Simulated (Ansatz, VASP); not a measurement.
Mg: VASP beside Ansatz

File INCAR:

```
SYSTEM = Mg
PREC = Accurate
ENCUT = 520
EDIFF = 1E-6
ISMEAR = 1
SIGMA = 0.1
LREAL = .False.
LASPH = .True.
NELM = 120
ALGO = Normal
ISIF = 2
LWAVE = .False.
LCHARG = .True.
LDIPOL = .True.
IDIPOL = 3
DIPOL = 0.5 0.5 0.439
GGA = PE
IVDW = 12
LELF = .True.
LVHAR = .True.
LVACPOTAV = .True.
NBANDS = 10
GGA_COMPAT = .False.
NELMDL = -8
```

KPOINTS

```
regular mesh
0
Gamma
  12 12 1
  0 0 0
```

POSCAR

```
Mg
1.0
    3.0912745319      0.0000000000      0.0000000000
   -1.5456372660      2.6771222747      0.0000000000
    0.0000000000      0.0000000000     21.9906306528
Mg
3
Direct
    0.6666666667      0.3333333333      0.3183173830
    0.3333333333      0.6666666667      0.4396085232
    0.6666666667      0.3333333333      0.5594582575
```

Input for Ansatz:

```yaml
crystal:
  lattice:
    - [3.0912745319, 0.0, 0.0]
    - [-1.545637266, 2.6771222747, 0.0]
    - [0.0, 0.0, 21.9906306528]
  atoms:
    - { symbol: Mg, position: [0.6666666667, 0.3333333333, 0.318317383] }
    - { symbol: Mg, position: [0.3333333333, 0.6666666667, 0.4396085232] }
    - { symbol: Mg, position: [0.6666666667, 0.3333333333, 0.5594582575] }
basis:
  ecutwfc: 420
kpoints:
  mp_grid: { grid: [12, 12, 1] }
hamiltonian:
  xc: pbe
  dispersion: d3bj
  pseudopotentials: { kind: paw, azcp: { folder: soft_1 } }
scf:
  occupations: { method: methfessel_paxton, width: 0.1 }
  n_extra_bands: 8
  max_iter: 160
output:
  forces: true
  eigenvalues: true
  write_density: true
  write_potential: true
  elf: true
  volumetric_format: npy
efield:
  axis: 3
  dipole_correction: true
```

Alike in both runs: task single point; functional PBE; dispersion D3(BJ); k mesh 12 × 12 × 1; occupations methfessel-paxton of order 1, width 0.1 eV; no spin polarisation.

|  | VASP | Ansatz |
| --- | --- | --- |
| version | VASP 6.6.1 | Ansatz 0.2.0 |
| potentials or method | VASP PAW PBE potentials, release 64 (Mg), cutoff 520 eV | scalar-relativistic, plane waves, PAW |
| valence electrons in the cell | 6 | 30 |

```tsv
	VASP	Ansatz	Ansatz less VASP
gap on the k mesh at the Fermi level (eV)	none	none	-
rms of the force components (eV/Å)	0.019	0.020	+0.0007
```

Atom by atom the forces differ by 0.003 eV/Å (rms over components). A gap of «none» marks a metal or a gap that the smearing closes. VASP's potentials hold 6 valence electrons a cell and Ansatz's 30, so a difference there can come from the potentials and not from the codes. Ansatz's warnings: xc potential rough in thin density.
